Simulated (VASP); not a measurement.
Co:

```xyz
2
Lattice="2.4935 0.0000 0.0000 -1.2468 2.1595 0.0000 0.0000 0.0000 4.0278" Properties=species:S:1:pos:R:3 pbc="T T T"
Co    0.0000    1.4396    1.0069
Co    1.2468    0.7198    3.0208
```

Base run:

| Item | Value |
| --- | --- |
| Program | VASP 6.6.1 |
| Functional | PBE |
| Potentials or basis | VASP PAW PBE potentials, release 64 (Co) |
| Cutoff | 520 eV |
| k mesh | 14 × 14 × 8 |
| Occupations | methfessel-paxton, width 0.6 eV |
| Spin | collinear spin, ferromagnetic start |
| Starting moments | [1.69, 1.69] μB |

Its results: pressure -0.1 GPa; net moment 3.32 μB per cell; site moments Co +1.68 μB.

Question: The run is repeated on the same cell with these changes: occupations from methfessel-paxton, width 0.6 eV to methfessel-paxton, width 0.2 eV. What comes out?

Answer: Pressure -0.9 GPa; net moment 3.15 μB per cell; site moments Co +1.59 μB.

Caveats: so wide a smearing shifts energies and pressures (at least some runs).
